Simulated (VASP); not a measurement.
**BN: single point with PBE**

BN:

```xyz
4
Lattice="2.3496 0.0000 0.0000 -1.1748 2.0348 0.0000 0.0000 0.0000 4.3959" Properties=species:S:1:pos:R:3 pbc="T T T"
B     1.1748    0.6783    4.3947
B     0.0000    1.3566    2.1968
N     1.1748    0.6783    2.7487
N     0.0000    1.3566    0.5507
```

This cell differs from its parent crystal: strain -0.080 along x and y, +0.040 along z.

| Item | Value |
| --- | --- |
| Program | VASP 6.6.1 |
| Task | single point |
| Functional | PBE |
| Potentials or basis | VASP PAW PBE potentials, release 64 (B, N) |
| Cutoff | 520 eV |
| k mesh | 12 × 12 × 6 |
| Occupations | gaussian, width 0.05 eV |
| Spin | no spin polarisation |

| Property | Result |
| --- | --- |
| Pressure | 68.8 GPa |
| Largest force | 0.365 eV/Å |
| Band gap on the k mesh | 4.37 eV, indirect (least direct gap 4.93 eV) |

Forces on the atoms (eV/Å):
```
B    0.000  0.000 -0.365
B    0.000  0.000 -0.365
N    0.000  0.000  0.365
N    0.000  0.000  0.365
```

Stress tensor (GPa, compression positive):
```
118.60   0.00   0.00
  0.00 118.60   0.00
  0.00   0.00 -30.74
```

Levels at points of the mesh, in eV from the valence-band top:
| k point | band 5 | band 6 | band 7 | band 8 | band 9 | band 10 | band 11 | band 12 |
| --- | --- | --- | --- | --- | --- | --- | --- | --- |
| (0.00, 0.00, 0.00) | -1.51 | -1.37 | 0.00 | 0.00 | 4.93 | 9.99 | 9.99 | 12.86 |
| (0.50, 0.00, 0.00) | -7.51 | -5.03 | -5.00 | -2.91 | 7.03 | 8.10 | 10.80 | 11.98 |
| (0.00, 0.00, 0.50) | -0.82 | -0.82 | -0.82 | -0.82 | 10.73 | 10.73 | 11.30 | 11.30 |
| (0.50, 0.00, 0.50) | -4.74 | -4.74 | -4.09 | -4.09 | 5.90 | 5.90 | 10.62 | 10.62 |

Wall time 21 s on 1 thread of Intel Xeon 6975P-C, on a shared host, peak memory 0.14 GiB.

Caveat: the cell differs from its parent crystal (strain -0.080 along x and y, +0.040 along z). A k mesh can miss the band edges.
